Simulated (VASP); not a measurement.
# Mg3BeS (Pm-3m) in VASP: notebook

The runs below take Mg3BeS through relaxation of cell and atoms, single point, with PBE.

All numbers are computed with VASP 6.6.1; they aren't measurements. Logs are shortened: lines on timing, memory, paths and dates and some standing lists are left out, and cuts for length are marked.

### 1 The cell of the first run

It takes space group Pm-3m (No. 221, cubic). Conventional cell: a = 4.423 Å, b = 4.423 Å, c = 4.423 Å, α = 90.00°, β = 90.00°, γ = 90.00°. Within 2.9 Å of Mg (site symmetry 4/mmm) lie 2 S at 2.21 Å. Be (site symmetry m-3m) has 12 Mg at 3.13 Å and 8 S at 3.83 Å within 4.1 Å. S (site symmetry m-3m) has 6 Mg at 2.21 Å within 2.9 Å.

### 2 Relaxation of cell and atoms, PBE

Input file INCAR:

```
SYSTEM = Mg3BeS
ALGO = Normal
EDIFF = 1E-6
EDIFFG = -0.04
ENCUT = 600
GGA = PE
IBRION = 2
ISIF = 3
ISMEAR = 0
LASPH = .TRUE.
LCHARG = .FALSE.
LREAL = .FALSE.
LWAVE = .FALSE.
NELM = 60
NSW = 90
PREC = Accurate
SIGMA = 0.1
```

Input file KPOINTS:

```
k-points
0
G
  4 4 4
  0 0 0
```

Input file POSCAR:

```
Mg3BeS
1.0
    4.4233300000      0.0000000000      0.0000000000
    0.0000000000      4.4233300000      0.0000000000
    0.0000000000      0.0000000000      4.4233300000
Mg Be S
3 1 1
Direct
    0.0000000000      0.5000000000      0.5000000000
    0.5000000000      0.0000000000      0.5000000000
    0.5000000000      0.5000000000      0.0000000000
    0.0000000000      0.0000000000      0.0000000000
    0.5000000000      0.5000000000      0.5000000000
```

Potentials or basis: VASP PAW PBE potentials, release 64 (Mg, Be, S).

Launch:

```
> cat potpaw_PBE.64/Mg/POTCAR potpaw_PBE.64/Be/POTCAR potpaw_PBE.64/S/POTCAR > POTCAR
> mpirun -np 1 vasp_std > vasp.out
```

OUTCAR:

```text
SYSTEM = Mg3BeS
   EDIFF = 1E-6
   EDIFFG = -0.04
   ENCUT = 600
   GGA = PE
   IBRION = 2
   ISIF = 3
   ISMEAR = 0
   LASPH = .TRUE.
   LREAL = .FALSE.
   NELM = 60
   NSW = 90
   PREC = Accurate

 ion  position               nearest neighbor table
   1  0.000  0.500  0.500-   5 2.21   5 2.21   2 3.13   3 3.13   2 3.13   2 3.13   3 3.13   3 3.13
                             3 3.13   2 3.13
   2  0.500  0.000  0.500-   5 2.21   5 2.21   1 3.13   3 3.13   1 3.13   3 3.13   3 3.13   3 3.13
                             1 3.13   1 3.13
   3  0.500  0.500  0.000-   5 2.21   5 2.21   1 3.13   1 3.13   2 3.13   2 3.13   2 3.13   2 3.13
                             1 3.13   1 3.13
   4  0.000  0.000  0.000-
   5  0.500  0.500  0.500-   1 2.21   2 2.21   3 2.21   3 2.21   2 2.21   1 2.21

  LATTYP: Found a simple cubic cell.
 ALAT       =     4.4233300000

  Lattice vectors:

 A1 = (   4.4233300000,   0.0000000000,   0.0000000000)
 A2 = (   0.0000000000,   4.4233300000,   0.0000000000)
 A3 = (   0.0000000000,   0.0000000000,   4.4233300000)

Analysis of symmetry for initial positions (statically):
=====================================================================
 Subroutine PRICEL returns:
 Original cell was already a primitive cell.

 Routine SETGRP: Setting up the symmetry group for a
 simple cubic supercell.

 Subroutine GETGRP returns: Found 48 space group operations
 (whereof 48 operations were pure point group operations)
 out of a pool of 48 trial point group operations.

The static configuration has the point symmetry O_h .

Analysis of symmetry for dynamics (positions and initial velocities):
=====================================================================
 Subroutine PRICEL returns:
 Original cell was already a primitive cell.

 Routine SETGRP: Setting up the symmetry group for a
 simple cubic supercell.

 Subroutine GETGRP returns: Found 48 space group operations
 (whereof 48 operations were pure point group operations)
 out of a pool of 48 trial point group operations.

The dynamic configuration has the point symmetry O_h .

 Subroutine INISYM returns: Found 48 space group operations
 (whereof 48 operations are pure point group operations),
 and found     1 'primitive' translations

----------------------------------------------------------------------------------------

                                     Primitive cell

  volume of cell :      86.5462

  direct lattice vectors                    reciprocal lattice vectors
     4.423330000  0.000000000  0.000000000     0.226074021  0.000000000  0.000000000
     0.000000000  4.423330000  0.000000000     0.000000000  0.226074021  0.000000000
     0.000000000  0.000000000  4.423330000     0.000000000  0.000000000  0.226074021

  length of vectors
     4.423330000  4.423330000  4.423330000     0.226074021  0.226074021  0.226074021

  position of ions in fractional coordinates (direct lattice)
     0.000000000  0.500000000  0.500000000
     0.500000000  0.000000000  0.500000000
     0.500000000  0.500000000  0.000000000
     0.000000000  0.000000000  0.000000000
     0.500000000  0.500000000  0.500000000

  ion indices of the primitive-cell ions
   primitive index   ion index
                 1           1
                 2           2
                 3           3
                 4           4
                 5           5

----------------------------------------------------------------------------------------

 KPOINTS: k-points

Automatic generation of k-mesh.
 Grid dimensions read from file:
 generate k-points for:    4    4    4

 Generating k-lattice:

  Cartesian coordinates                     Fractional coordinates (reciprocal lattice)
     0.056518505  0.000000000  0.000000000     0.250000000  0.000000000  0.000000000
     0.000000000  0.056518505  0.000000000     0.000000000  0.250000000  0.000000000
     0.000000000  0.000000000  0.056518505     0.000000000  0.000000000  0.250000000

  Length of vectors
     0.056518505  0.056518505  0.056518505

  Shift w.r.t. Gamma in fractional coordinates (k-lattice)
     0.000000000  0.000000000  0.000000000

 Subroutine IBZKPT returns following result:
 ===========================================

 Found     10 irreducible k-points:

 Following reciprocal coordinates:
            Coordinates               Weight
  0.000000  0.000000  0.000000      1.000000
  0.250000  0.000000  0.000000      6.000000
  0.500000  0.000000  0.000000      3.000000
  0.250000  0.250000  0.000000     12.000000
  0.500000  0.250000  0.000000     12.000000
  0.500000  0.500000  0.000000      3.000000
  0.250000  0.250000  0.250000      8.000000
  0.500000  0.250000  0.250000     12.000000
  0.500000  0.500000  0.250000      6.000000
  0.500000  0.500000  0.500000      1.000000
   k-points           NKPTS =     10   k-points in BZ     NKDIM =     10   number of bands    NBANDS=     11
   number of dos      NEDOS =    301   number of ions     NIONS =      5
   total plane-waves  NPLWV =  46656
   dimension x,y,z NGX =    36 NGY =   36 NGZ =   36
   dimension x,y,z NGXF=    72 NGYF=   72 NGZF=   72
   ions per type =               3   1   1
   NGX,Y,Z   is equivalent  to a cutoff of  13.53, 13.53, 13.53 a.u.
   NGXF,Y,Z  is equivalent  to a cutoff of  27.06, 27.06, 27.06 a.u.
 SYSTEM =  Mg3BeS
   PREC   = accura    normal or accurate (medium, high low for compatibility)
   ISTART =      0    job   : 0-new  1-cont  2-samecut
   ICHARG =      2    charge: 1-file 2-atom 10-const
   ISPIN  =      1    spin polarized calculation?
   LNONCOLLINEAR =      F non collinear calculations
   LSORBIT =      F    spin-orbit coupling
   LASPH  =      T    aspherical Exc in radial PAW
   ENCUT  =  600.0 eV  44.10 Ry    6.64 a.u.   8.83  8.83  8.83*2*pi/ulx,y,z
   NELM   =     60;   NELMIN=  2; NELMDL= -5     # of ELM steps
   EDIFF  = 0.1E-05   stopping-criterion for ELM
   LREAL  =      F    real-space projection
   EDIFFG = -.4E-01   stopping-criterion for IOM
   NSW    =     90    number of steps for IOM
   IBRION =      2    ionic relax: 0-MD 1-quasi-New 2-CG
   NFREE  =      1    steps in history (QN), initial steepest desc. (CG)
   ISIF   =      3    stress and relaxation
   ISYM   =      2    0-nonsym 1-usesym 2-fastsym
   POTIM  = 0.5000    time-step for ionic-motion
   TEBEG  =    0.0;   TEEND  =   0.0 temperature during run
   PSTRESS=    0.0 pullay stress
   NELECT =      14.0000    total number of electrons
   NUPDOWN=      -1.0000    fix difference up-down
   EMIN   =  10.00;   EMAX   =-10.00  energy-range for DOS
   EFERMI =   0.00;   METHOD = LEGACY
   ISMEAR =     0;   SIGMA  =   0.10  broadening in eV -4-tet -1-fermi 0-gaus
   EFERMI_NEDOS =   21; number of points for ismear=-14 and -15
   IALGO  =     38    algorithm
   IMIX   =      4    mixing-type and parameters
     AMIX     =   0.40;   BMIX     =  1.00
     AMIX_MAG =   1.60;   BMIX_MAG =  1.00
  volume/ion in A,a.u.               =      17.31       116.81
  Fermi-wavevector in a.u.,A,eV,Ry     =   0.892007  1.685648 10.825831  0.795676
  Thomas-Fermi vector in A             =   2.013900
   LORBIT       =      0    0 simple, 1 ext, 2 COOP (PROOUT), +10 PAW based schemes
   GGA     = PE    functional components
   LHFCALC =     F    Hartree Fock is set to
   AEXX    =    0.0000 exact exchange contribution
   IVDW    =     0    specifies the selected vdW correction
   LEPSILON=     F    determine dielectric tensor
   LRPA    =     F    only Hartree local field effects (RPA)
 conjugate gradient relaxation of ions
 non-spin polarized calculation
 Gauss-broadening in eV      SIGMA  =   0.10
  energy-cutoff  :      600.00
  volume of cell :       86.55
 maximum number of plane-waves:      2945
 NGX is ok and might be reduce to    36
   NGX = 17   NGY = 17   NGZ = 17

--------------------------------------- Ionic step        1  -------------------------------------------

 number of electron      14.0000001 magnetization

 Free energy of the ion-electron system (eV)
  ---------------------------------------------------
  ext. energy  EPLUGINS =         0.00000000
  ---------------------------------------------------
  free energy    TOTEN  =       -10.46612814 eV

  energy without entropy =      -10.45517137  energy(sigma->0) =      -10.46064976

------------------------ aborting loop because EDIFF is reached ----------------------------------------

  FORCE on cell =-STRESS in cart. coord.  units (eV):
  Direction    XX          YY          ZZ          XY          YZ          ZX
  --------------------------------------------------------------------------------------
  -------------------------------------------------------------------------------------
  Total        9.0732237      9.0732237      9.0732237      0.0000000      0.0000000     -0.0000000
  in kB      167.9670829    167.9670829    167.9670829      0.0000000      0.0000000     -0.0000000
  external PRESSURE =     167.9670829 kB  Pullay stress =       0.0000000 kB

 VOLUME and BASIS-vectors are now :
 -----------------------------------------------------------------------------
  energy-cutoff  :      600.00
  volume of cell :       86.55
      direct lattice vectors                 reciprocal lattice vectors
     4.423330000  0.000000000  0.000000000     0.226074021  0.000000000  0.000000000
     0.000000000  4.423330000  0.000000000     0.000000000  0.226074021  0.000000000
     0.000000000  0.000000000  4.423330000     0.000000000  0.000000000  0.226074021
[... 40 lines left out ...]
 POSITION                                       TOTAL-FORCE (eV/Angst)
 -----------------------------------------------------------------------------------
      0.00000      2.40528      2.40528        -0.000000     -0.000000      0.000000
      2.40528      0.00000      2.40528        -0.000000     -0.000000      0.000000
      2.40528      2.40528      0.00000        -0.000000     -0.000000      0.000000
      0.00000      0.00000      0.00000        -0.000000     -0.000000      0.000000
      2.40528      2.40528      2.40528         0.000000      0.000000      0.000000
 -----------------------------------------------------------------------------------
    total drift:                                0.000000      0.000000      0.000000

  FREE ENERGIE OF THE ION-ELECTRON SYSTEM (eV)
  ---------------------------------------------------
  free  energy   TOTEN  =       -11.4265224480 eV

  energy  without entropy=      -11.4174510237  energy(sigma->0) =      -11.42198674

--------------------------------------- Ionic step        3  -------------------------------------------

 number of electron      14.0000003 magnetization

 Free energy of the ion-electron system (eV)
  ---------------------------------------------------
  ext. energy  EPLUGINS =         0.00000000
  ---------------------------------------------------
  free energy    TOTEN  =       -11.43243624 eV

  energy without entropy =      -11.42500400  energy(sigma->0) =      -11.42872012

 E-fermi :   3.0794     XC(G=0):  -8.4943

 val. band max:        2.9197102216   @ k =   0.5000   0.2500   0.0000
 cond. band min:       3.1077987775   @ k =   0.5000   0.5000   0.2500
 fundamental gap:      0.1880885559
 Fermi energy:         3.0794372411

 k-point     1 :       0.0000    0.0000    0.0000
  band No.  band energies     occupation
      1     -11.9439      2.00000
      2      -2.5162      2.00000
      3      -2.5162      2.00000
      4      -2.5162      2.00000
      5      -1.5028      2.00000
      6       3.2721      0.00644
      7       3.2721      0.00644
      8       4.4993      0.00000
      9       4.4993      0.00000
     10       4.4993      0.00000
     11       6.4390      0.00000

 k-point     2 :       0.2500    0.0000    0.0000
  band No.  band energies     occupation
      1     -11.8951      2.00000
      2      -3.2766      2.00000
      3      -2.4595      2.00000
      4      -2.4595      2.00000
      5      -0.6646      2.00000
      6       2.3303      2.00000
      7       3.6474      0.00000
      8       4.0569      0.00000
      9       4.0569      0.00000
     10       5.2438      0.00000
     11       6.9524      0.00000
[... 132 lines left out ...]
 POSITION                                       TOTAL-FORCE (eV/Angst)
 -----------------------------------------------------------------------------------
      0.00000      2.38798      2.38798        -0.000000      0.000000      0.000000
      2.38798      0.00000      2.38798        -0.000000     -0.000000      0.000000
      2.38798      2.38798      0.00000        -0.000000     -0.000000      0.000000
      0.00000      0.00000      0.00000        -0.000000     -0.000000      0.000000
      2.38798      2.38798      2.38798         0.000000      0.000000      0.000000
 -----------------------------------------------------------------------------------
    total drift:                                0.000000      0.000000      0.000000

  FREE ENERGIE OF THE ION-ELECTRON SYSTEM (eV)
  ---------------------------------------------------
  free  energy   TOTEN  =       -11.4324362417 eV

  energy  without entropy=      -11.4250040037  energy(sigma->0) =      -11.42872012

 reached required accuracy - stopping structural energy minimisation
```

Wall time 18 s (1 thread of Intel Xeon 6975P-C (Granite Rapids), shared host); peak memory 0.21 GiB.

Results:

* Free energy: -11.4324 eV
* Relaxed volume: 21.79 Å³/atom
* Relaxed cell: a = 4.776 Å, b = 4.776 Å, c = 4.776 Å, α = 90.00°, β = 90.00°, γ = 90.00°
* Space group after relaxing (to 0.05 Å): Pm-3m (No. 221)
* Energy gained by relaxing: 193.3 meV/atom
* Ionic steps: 3
* Pressure after relaxing: 0.1 GPa
* Band gap on the k mesh: zero (band 7 reaches 3.66 eV, above the bottom of band 8 at 1.37 eV)

The path:
```csv
step,energy change (eV),largest force (eV/Å),pressure (GPa),volume (Å³)
1,0.0000,0.0000,16.80,86.55
2,-0.9604,0.0000,-0.82,111.32
3,-0.9663,0.0000,0.06,108.94
```

Final structure:
```
Mg Be S
1.0
     4.77597    0.00000    0.00000
     0.00000    4.77597    0.00000
     0.00000    0.00000    4.77597
Mg Be S
3 1 1
Direct
  0.00000 0.50000 0.50000
  0.50000 0.00000 0.50000
  0.50000 0.50000 0.00000
  0.00000 0.00000 0.00000
  0.50000 0.50000 0.50000
```

Levels at points of the mesh, in eV from the Fermi level:
```csv
k point,band 4,band 5,band 6,band 7,band 8,band 9,band 10,band 11
"(0.00, 0.00, 0.00)",-5.60,-4.58,0.19,0.19,1.42,1.42,1.42,3.36
"(0.50, 0.00, 0.00)",-5.48,-2.51,-2.30,0.58,0.58,1.32,2.38,4.69
"(0.50, 0.50, 0.00)",-5.39,-3.15,-0.37,-0.37,0.10,1.99,2.13,2.13
"(0.50, 0.50, 0.50)",-6.24,-1.73,-1.71,-1.71,-1.71,3.00,3.00,3.00
```

Caveat: the volume moved by over 15 % at a fixed basis, so the end points are rough.

### 3 Single point, PBE

This run uses another cell than the first one, of 21.89 Å³/atom, 1.265 times its volume.

Input file INCAR:

```
PREC = Accurate
ENCUT = 520
EDIFF = 1E-6
ISMEAR = 0
SIGMA = 0.1
LREAL = False
LASPH = True
NELM = 80
ALGO = Normal
ISIF = 2
LWAVE = False
LCHARG = False
GGA = PE
NBANDS = 15
```

Input file KPOINTS:

```
Automatic mesh
0
Gamma
  8 8 8
```

Edit POSCAR of step 2 so:

```diff
@@ -2,5 +2,5 @@
 1.0
-    4.4233300000      0.0000000000      0.0000000000
-    0.0000000000      4.4233300000      0.0000000000
-    0.0000000000      0.0000000000      4.4233300000
+    4.7833505668      0.0000000000      0.0000000000
+    0.0000000000      4.7833505668      0.0000000000
+    0.0000000000      0.0000000000      4.7833505668
 Mg Be S
```

Potentials or basis: VASP PAW PBE potentials, release 64 (Mg, Be, S).

Launch:

```
> cat potpaw_PBE.64/Mg/POTCAR potpaw_PBE.64/Be/POTCAR potpaw_PBE.64/S/POTCAR > POTCAR
> mpirun -np 1 vasp_std > vasp.out
```

Run time: 19 s. Hardware: 1 thread of Intel Xeon 6975P-C (Granite Rapids), shared host; peak memory 0.23 GiB.

It converged, with:

| Property | Result |
| --- | --- |
| Free energy | -11.3692 eV |
| Pressure | -0.1 GPa |
| Band gap on the k mesh | zero (band 7 reaches 3.74 eV, above the bottom of band 8 at 1.34 eV) |

Levels at points of the mesh, in eV from the Fermi level:
```csv
k point,band 4,band 5,band 6,band 7,band 8,band 9,band 10,band 11
"(0.00, 0.00, 0.00)",-5.76,-4.76,0.02,0.02,1.22,1.22,1.22,3.13
"(0.50, 0.00, 0.00)",-5.65,-2.68,-2.50,0.40,0.40,1.14,2.20,4.00
"(0.50, 0.50, 0.00)",-5.56,-3.33,-0.56,-0.56,-0.08,1.79,1.96,1.96
"(0.50, 0.50, 0.50)",-6.41,-1.93,-1.89,-1.89,-1.89,2.80,2.80,2.80
```

### 4 Relaxation of cell and atoms, PBE

This run uses another cell than the first one, of 21.97 Å³/atom, 1.269 times its volume.

Input file INCAR:

```
SYSTEM = Mg3BeS
  PREC = Accurate
  ENCUT = 600
  EDIFF = 1E-7
  ISMEAR = 0
  SIGMA = 0.1
  LREAL = .FALSE.
  LASPH = .TRUE.
  NELM = 80
  ALGO = Normal
  ISIF = 3
  LWAVE = .FALSE.
  LCHARG = .FALSE.
  GGA = PE
  IBRION = 2
  NSW = 100
  EDIFFG = -0.01
```

Input file KPOINTS:

```
Automatic mesh
0
G
  8 8 8
  0 0 0
```

Edit POSCAR of step 3 so:

```diff
@@ -2,5 +2,5 @@
 1.0
-    4.7833505668      0.0000000000      0.0000000000
-    0.0000000000      4.7833505668      0.0000000000
-    0.0000000000      0.0000000000      4.7833505668
+    4.7891734774      0.0000000000      0.0000000000
+    0.0000000000      4.7891734774      0.0000000000
+    0.0000000000      0.0000000000      4.7891734774
 Mg Be S
```

Launch:

```
> cat potpaw_PBE.64/Mg/POTCAR potpaw_PBE.64/Be/POTCAR potpaw_PBE.64/S/POTCAR > POTCAR
> mpirun -np 1 vasp_std > vasp.out
```

It took 40 s on 1 thread of Intel Xeon 6975P-C (Granite Rapids), shared host; peak memory 0.28 GiB.

It converged, with:

| Item | Value |
| --- | --- |
| Free energy | -11.3698 eV |
| Relaxed volume | 21.86 Å³/atom |
| Relaxed cell | a = 4.781 Å, b = 4.781 Å, c = 4.781 Å, α = 90.00°, β = 90.00°, γ = 90.00° |
| Space group after relaxing (to 0.05 Å) | Pm-3m (No. 221) |
| Energy gained by relaxing | 0.1 meV/atom |
| Ionic steps | 2 |
| Pressure after relaxing | 0.0 GPa |
| Band gap on the k mesh | zero (band 7 reaches 3.74 eV, above the bottom of band 8 at 1.35 eV) |

Step by step:
| step | energy change (eV) | largest force (eV/Å) | pressure (GPa) | volume (Å³) |
| --- | --- | --- | --- | --- |
| 1 | 0.0000 | 0.0000 | -0.26 | 109.85 |
| 2 | -0.0005 | 0.0000 | -0.04 | 109.28 |

Final structure:
```
Mg Be S
1.0
     4.78092    0.00000    0.00000
     0.00000    4.78092    0.00000
     0.00000    0.00000    4.78092
Mg Be S
3 1 1
Cartesian
  0.0000 2.3905 2.3905
  2.3905 0.0000 2.3905
  2.3905 2.3905 0.0000
  0.0000 0.0000 0.0000
  2.3905 2.3905 2.3905
```

Levels at points of the mesh, in eV from the Fermi level:
| k point | band 4 | band 5 | band 6 | band 7 | band 8 | band 9 | band 10 | band 11 |
| --- | --- | --- | --- | --- | --- | --- | --- | --- |
| (0.00, 0.00, 0.00) | -5.77 | -4.77 | 0.02 | 0.02 | 1.22 | 1.22 | 1.22 | 3.14 |
| (0.50, 0.00, 0.00) | -5.65 | -2.69 | -2.50 | 0.39 | 0.39 | 1.15 | 2.21 | 4.01 |
| (0.50, 0.50, 0.00) | -5.57 | -3.33 | -0.56 | -0.56 | -0.08 | 1.79 | 1.96 | 1.96 |
| (0.50, 0.50, 0.50) | -6.41 | -1.93 | -1.89 | -1.89 | -1.89 | 2.80 | 2.80 | 2.80 |

### 5 Overview

```csv
task,cell,k mesh,cutoff (eV),gap on the mesh (eV),pressure (GPa),relaxed volume (Å³/atom)
relaxation of cell and atoms,"relaxed from a = 4.423 Å, 5 atoms",4 × 4 × 4,600,none,0.1,21.79
single point,"a = 4.783 Å, 5 atoms",8 × 8 × 8,520,none,-0.1,-
relaxation of cell and atoms,"relaxed from a = 4.789 Å, 5 atoms",8 × 8 × 8,600,none,0.0,21.86
```

Alike in all rows: level PBE; potentials or basis VASP PAW PBE potentials, release 64 (Mg, Be, S); no spin polarisation; smearing gaussian 0.1 eV.

Caveats: the volume moved by over 15 % at a fixed basis, so the end points are rough (some runs).

Total energies depend on the potentials used, so only differences within one code and one set of settings carry meaning.
